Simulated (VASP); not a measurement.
Set up this calculation in VASP 6.6.1, as the native input.

| Item | Value |
| --- | --- |
| Task | electric field gradients |
| Functional | PBE |
| Potentials or basis | VASP PAW PBE potentials, release 64 (Y_sv, N) |
| Cutoff | 520 eV |
| k mesh | 9 × 9 × 9 |
| Occupations | fermi-dirac, width 0.03 eV |
| Spin | no spin polarisation |
| Dipole correction | no |
| Further INCAR settings | ALGO = Normal; EDIFF = 1e-08; NBANDS = 15 |

The structure of YN lies in POSCAR:

```
YN
1.0
    0.0000000000      2.4385000000      2.4385000000
    2.4385000000      0.0000000000      2.4385000000
    2.4385000000      2.4385000000      0.0000000000
Y N
1 1
Direct
    0.0000000000      0.0000000000      0.0000000000
    0.5000000000      0.5000000000      0.5000000000
```

These files were run (other wordings do the same):

INCAR

```
SYSTEM = YN
PREC = Accurate
ENCUT = 520
EDIFF = 1E-8
ISMEAR = -1
SIGMA = 0.03
LREAL = .False.
LASPH = .True.
NELM = 120
ALGO = Normal
ISIF = 2
LWAVE = .False.
LCHARG = .False.
GGA = PE
LEFG = .True.
NBANDS = 15
GGA_COMPAT = .False.
```

KPOINTS

```
Automatic mesh
0
Gamma
  9 9 9
  0 0 0
```

Potentials or basis: VASP PAW PBE potentials, release 64 (Y_sv, N).

The run is started by

```console
$ cat potpaw_PBE.64/Y_sv/POTCAR potpaw_PBE.64/N/POTCAR > POTCAR
$ mpirun -np 1 vasp_std > vasp.out
```

It gave:

- Pressure: 2.8 GPa
- Band gap on the k mesh: 0.24 eV (least direct gap 0.64 eV)
- Largest electric field gradient by atom: zero within the noise of the run

Caveat: an odd mesh through Γ misses points on the zone boundary, where band edges can lie.

It took 33 s on 1 thread of Intel(R) Xeon(R) Platinum 8488C (Sapphire Rapids), on a shared host, peak memory 0.18 GiB.
